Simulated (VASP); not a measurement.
Set up this calculation in VASP 6.6.1, as the native input.

| Quantity | Value |
| --- | --- |
| Task | single point |
| Functional | PBE |
| Potentials or basis | VASP PAW PBE potentials, release 64 (Hf_pv) |
| Cutoff | 520 eV |
| k mesh | 6 × 6 × 3 |
| Occupations | fermi-dirac, width 0.1 eV |
| Spin | no spin polarisation |
| Dipole correction | no |
| Further INCAR settings | ALGO = Normal; EDIFF = 1e-06; NBANDS = 17 |

The structure of Hf lies in POSCAR:

```
Hf
1.0
    3.2045059552      0.0000000000      0.0000000000
   -1.6022529776      2.7751835638      0.0000000000
    0.0000000000      0.0000000000      5.0738215932
Hf
2
Direct
    0.3333333333      0.6666666667      0.2500000000
    0.6666666667      0.3333333333      0.7500000000
```

One way to write it, as run:

INCAR

```
PREC = Accurate
ENCUT = 520
EDIFF = 1E-6
ISMEAR = -1
SIGMA = 0.1
LREAL = False
LASPH = True
NELM = 100
ALGO = Normal
ISIF = 2
LWAVE = False
LCHARG = False
GGA = PE
NBANDS = 17
```

KPOINTS

```
regular mesh
0
Gamma
  6 6 3
```

Potentials or basis: VASP PAW PBE potentials, release 64 (Hf_pv).

The run is started by

```sh
$ cat potpaw_PBE.64/Hf_pv/POTCAR > POTCAR
$ mpirun -np 1 vasp_std > vasp.out
```

Results of the run:

| Property | Result |
| --- | --- |
| Pressure | 0.1 GPa |
| Band gap on the k mesh | zero (band 10 reaches 6.03 eV, above the bottom of band 11 at 4.77 eV) |

Caveat: the k points lie up to 0.41 Å⁻¹ apart; spin-orbit coupling is left out, which moves the levels of the heavy elements.

Wall time 14 s on 1 thread of Intel Xeon 8259CL, on a shared host, peak memory 0.16 GiB.
